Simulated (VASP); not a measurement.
# LiH (Pm-3m) in VASP: further runs

LiH is run at these levels: r2SCAN, HSE06; tasks: single point.

Everything below comes from runs of VASP 6.6.1. Logs are shortened: lines on timing, memory, paths and dates and some standing lists are left out, and cuts for length are marked.

### Step 1. The cell of the first run

Symmetry: Pm-3m, No. 221, cubic system. Conventional cell: a = 2.502 Å, b = 2.502 Å, c = 2.502 Å, α = 90.00°, β = 90.00°, γ = 90.00°. Within 2.9 Å of Li (site symmetry m-3m) lie 8 H at 2.17 Å and 6 Li at 2.50 Å. H (site symmetry m-3m) has 8 Li at 2.17 Å and 6 H at 2.50 Å within 2.9 Å.

### Step 2. Single point, r2SCAN

POSCAR reads:

```
LiH
1.0
    2.5016587116      0.0000000000      0.0000000000
    0.0000000000      2.5016587116      0.0000000000
    0.0000000000      0.0000000000      2.5016587116
Li H
1 1
Direct
    0.0000000000      0.0000000000      0.0000000000
    0.5000000000      0.5000000000      0.5000000000
```

INCAR.step1 reads:

```
SYSTEM = LiH
PREC = Accurate
ENCUT = 520
ISMEAR = 0
SIGMA = 0.01
LREAL = .False.
LASPH = .True.
NELM = 60
NBANDS = 9
GGA = PE
ALGO = Normal
EDIFF = 1E-4
LWAVE = .True.
LCHARG = .False.
```

INCAR.step2 reads:

```
SYSTEM = LiH
PREC = Accurate
ENCUT = 520
EDIFF = 1E-7
ISMEAR = 0
SIGMA = 0.01
LREAL = .False.
LASPH = .True.
NELM = 60
ALGO = Normal
ISIF = 2
LWAVE = .False.
LCHARG = .False.
METAGGA = R2SCAN
LMIXTAU = .True.
NBANDS = 9
ISTART = 1
```

KPOINTS reads:

```
Automatic mesh
0
Gamma
  6 6 6
  0 0 0
```

Potentials or basis: VASP PAW PBE potentials, release 64 (Li_sv, H).

Command:

```bash
> cat potpaw_PBE.64/Li_sv/POTCAR potpaw_PBE.64/H/POTCAR > POTCAR
> cp INCAR.step1 INCAR
> mpirun -np 1 vasp_std > vasp.out
> cp INCAR.step2 INCAR
> mpirun -np 1 vasp_std > vasp.out
```

OUTCAR:

```text
SYSTEM = LiH
   PREC = Accurate
   ENCUT = 520
   EDIFF = 1E-7
   ISMEAR = 0
   LREAL = .False.
   LASPH = .True.
   NELM = 60
   ISIF = 2
   METAGGA = R2SCAN
   ISTART = 1

 ion  position               nearest neighbor table
   1  0.000  0.000  0.000-
   2  0.500  0.500  0.500-

  LATTYP: Found a simple cubic cell.
 ALAT       =     2.5016587116

  Lattice vectors:

 A1 = (   2.5016587116,   0.0000000000,   0.0000000000)
 A2 = (   0.0000000000,   2.5016587116,   0.0000000000)
 A3 = (   0.0000000000,   0.0000000000,   2.5016587116)

Analysis of symmetry for initial positions (statically):
=====================================================================
 Subroutine PRICEL returns:
 Original cell was already a primitive cell.

 Routine SETGRP: Setting up the symmetry group for a
 simple cubic supercell.

 Subroutine GETGRP returns: Found 48 space group operations
 (whereof 48 operations were pure point group operations)
 out of a pool of 48 trial point group operations.

The static configuration has the point symmetry O_h .

Analysis of symmetry for dynamics (positions and initial velocities):
=====================================================================
 Subroutine PRICEL returns:
 Original cell was already a primitive cell.

 Routine SETGRP: Setting up the symmetry group for a
 simple cubic supercell.

 Subroutine GETGRP returns: Found 48 space group operations
 (whereof 48 operations were pure point group operations)
 out of a pool of 48 trial point group operations.

The dynamic configuration has the point symmetry O_h .

 Subroutine INISYM returns: Found 48 space group operations
 (whereof 48 operations are pure point group operations),
 and found     1 'primitive' translations

----------------------------------------------------------------------------------------

                                     Primitive cell

  volume of cell :      15.6561

  direct lattice vectors                    reciprocal lattice vectors
     2.501658712  0.000000000  0.000000000     0.399734782  0.000000000  0.000000000
     0.000000000  2.501658712  0.000000000     0.000000000  0.399734782  0.000000000
     0.000000000  0.000000000  2.501658712     0.000000000  0.000000000  0.399734782

  length of vectors
     2.501658712  2.501658712  2.501658712     0.399734782  0.399734782  0.399734782

  position of ions in fractional coordinates (direct lattice)
     0.000000000  0.000000000  0.000000000
     0.500000000  0.500000000  0.500000000

  ion indices of the primitive-cell ions
   primitive index   ion index
[... 75 lines left out ...]
   ISIF   =      2    stress and relaxation
   ISYM   =      2    0-nonsym 1-usesym 2-fastsym
   POTIM  = 0.5000    time-step for ionic-motion
   TEBEG  =    0.0;   TEEND  =   0.0 temperature during run
   PSTRESS=    0.0 pullay stress
   NELECT =       4.0000    total number of electrons
   NUPDOWN=      -1.0000    fix difference up-down
   EMIN   =  10.00;   EMAX   =-10.00  energy-range for DOS
   EFERMI =   0.00;   METHOD = LEGACY
   ISMEAR =     0;   SIGMA  =   0.01  broadening in eV -4-tet -1-fermi 0-gaus
   EFERMI_NEDOS =   21; number of points for ismear=-14 and -15
   IALGO  =     38    algorithm
   IMIX   =      4    mixing-type and parameters
     AMIX     =   0.40;   BMIX     =  1.00
     AMIX_MAG =   1.60;   BMIX_MAG =  1.00
  volume/ion in A,a.u.               =       7.83        52.83
  Fermi-wavevector in a.u.,A,eV,Ry     =   1.038804  1.963054 14.682222  1.079113
  Thomas-Fermi vector in A             =   2.173305
   LORBIT       =      0    0 simple, 1 ext, 2 COOP (PROOUT), +10 PAW based schemes
   METAGGA = R2SCAN    functional components
   LHFCALC =     F    Hartree Fock is set to
   AEXX    =    0.0000 exact exchange contribution
   IVDW    =     0    specifies the selected vdW correction
   LEPSILON=     F    determine dielectric tensor
   LRPA    =     F    only Hartree local field effects (RPA)
 non-spin polarized calculation
 Gauss-broadening in eV      SIGMA  =   0.01
  energy-cutoff  :      520.00
  volume of cell :       15.66
 maximum number of plane-waves:       437
 NGX is ok and might be reduce to    20
   NGX =  9   NGY =  9   NGZ =  9

 number of electron       4.0000012 magnetization

 Free energy of the ion-electron system (eV)
  ---------------------------------------------------
  ext. energy  EPLUGINS =         0.00000000
  ---------------------------------------------------
  free energy    TOTEN  =        -6.33186898 eV

  energy without entropy =       -6.33186898  energy(sigma->0) =       -6.33186898

 E-fermi :   3.7374     XC(G=0):  -9.0204

 val. band max:        3.4883187549   @ k =   0.5000   0.5000   0.5000
 cond. band min:       4.7813583968   @ k =   0.5000   0.0000   0.0000
 fundamental gap:      1.2930396418
 Fermi energy:         3.7373838369

 k-point     1 :       0.0000    0.0000    0.0000
  band No.  band energies     occupation
      1     -46.3274      2.00000
      2      -5.6323      2.00000
      3      16.5151      0.00000
      4      16.5151      0.00000
      5      16.5151      0.00000
      6      17.5605      0.00000
      7      19.5551      0.00000
      8      19.5551      0.00000
      9      37.7518      0.00000
[... 217 lines left out ...]
 k-point    20 :       0.5000    0.5000    0.5000
  band No.  band energies     occupation
      1     -46.1918      2.00000
      2       3.4883      2.00000
      3      10.9835      0.00000
      4      10.9835      0.00000
      5      10.9835      0.00000
      6      12.5732      0.00000
      7      12.5732      0.00000
      8      12.5732      0.00000
      9      27.5076      0.00000

------------------------ aborting loop because EDIFF is reached ----------------------------------------

  FORCE on cell =-STRESS in cart. coord.  units (eV):
  Direction    XX          YY          ZZ          XY          YZ          ZX
  --------------------------------------------------------------------------------------
  -------------------------------------------------------------------------------------
  Total       -0.0347849     -0.0347849     -0.0347849     -0.0000000      0.0000000     -0.0000000
  in kB       -3.5597318     -3.5597318     -3.5597318     -0.0000000      0.0000000     -0.0000000
  external PRESSURE =      -3.5597318 kB  Pullay stress =       0.0000000 kB

 VOLUME and BASIS-vectors are now :
 -----------------------------------------------------------------------------
  energy-cutoff  :      520.00
  volume of cell :       15.66
      direct lattice vectors                 reciprocal lattice vectors
     2.501658712  0.000000000  0.000000000     0.399734782  0.000000000  0.000000000
     0.000000000  2.501658712  0.000000000     0.000000000  0.399734782  0.000000000
     0.000000000  0.000000000  2.501658712     0.000000000  0.000000000  0.399734782

 POSITION                                       TOTAL-FORCE (eV/Angst)
 -----------------------------------------------------------------------------------
      0.00000      0.00000      0.00000         0.000000      0.000000      0.000000
      1.25083      1.25083      1.25083         0.000000      0.000000      0.000000
 -----------------------------------------------------------------------------------
    total drift:                               -0.000000      0.000000     -0.000000

  FREE ENERGIE OF THE ION-ELECTRON SYSTEM (eV)
  ---------------------------------------------------
  free  energy   TOTEN  =        -6.3318689839 eV

  energy  without entropy=       -6.3318689839  energy(sigma->0) =       -6.33186898
```

Wall time 38 s (1 thread of AMD EPYC 7R13, shared host); peak memory 0.09 GiB.

Results:

```yaml
Free_energy: -6.3319 eV
Band_gap_on_the_k_mesh: 1.29 eV, indirect (least direct gap 4.88 eV)
```

Caveat: the cutoff is under 1.25 times the usual one of these potentials, so pressure, stress and relaxed cells hold a basis-set (Pulay) error; the PAW data sets were made with another functional, which shifts forces and pressure a little. r2SCAN opens gaps a little over a GGA but as a rule still falls short of measured ones.

### Step 3. Single point, HSE06

POSCAR is that of step 2.

INCAR.step1 reads:

```
ALGO = Normal
EDIFF = 1E-5
ENCUT = 520
GGA = PE
ISIF = 2
ISMEAR = 0
LASPH = True
LREAL = False
LWAVE = True
NBANDS = 9
NELM = 100
PREC = Accurate
SIGMA = 0.01
```

INCAR.step2 reads:

```
ALGO = Normal
EDIFF = 1E-7
ENCUT = 520
GGA = PE
HFSCREEN = 0.2079
ISIF = 2
ISMEAR = 0
ISTART = 1
LASPH = True
LCHARG = True
LELF = True
LHFCALC = True
LREAL = False
LVHAR = True
LWAVE = False
NBANDS = 9
NELM = 100
PREC = Accurate
PRECFOCK = Normal
SIGMA = 0.01
```

KPOINTS reads:

```
k-points
0
Gamma
  6 6 6
```

Potentials or basis: VASP PAW PBE potentials, release 64 (Li_sv, H).

Command:

```bash
> cat potpaw_PBE.64/Li_sv/POTCAR potpaw_PBE.64/H/POTCAR > POTCAR
> cp INCAR.step1 INCAR
> mpirun -np 1 vasp_std > vasp.out
> cp INCAR.step2 INCAR
> mpirun -np 1 vasp_std > vasp.out
```

It took 2.3 min on 1 thread of AMD EPYC 7R13, shared host; peak memory 0.19 GiB.

The run converged. Its results:

```
Free energy            : -6.2946 eV
Band gap on the k mesh : 1.43 eV, indirect (least direct gap 5.27 eV)
```

Levels at points of the mesh, in eV from the valence-band top:
```
           k point  band 1  band 2  band 3  band 4  band 5  band 6  band 7
(0.00, 0.00, 0.00)  -51.47   -9.79   13.14   13.14   13.14   14.11   16.20
(0.50, 0.00, 0.00)  -51.42   -7.24    1.43   12.82   17.49   17.49   21.13
(0.50, 0.50, 0.00)  -51.37   -2.95    2.31    2.31   10.19   20.75   22.31
(0.50, 0.50, 0.50)  -51.33    0.00    7.45    7.45    7.45    9.72    9.72
```

Caveat: the cutoff is under 1.25 times the usual one of these potentials, so pressure, stress and relaxed cells hold a basis-set (Pulay) error; the PAW data sets were made with another functional, which shifts forces and pressure a little. A k mesh can miss the band edges.
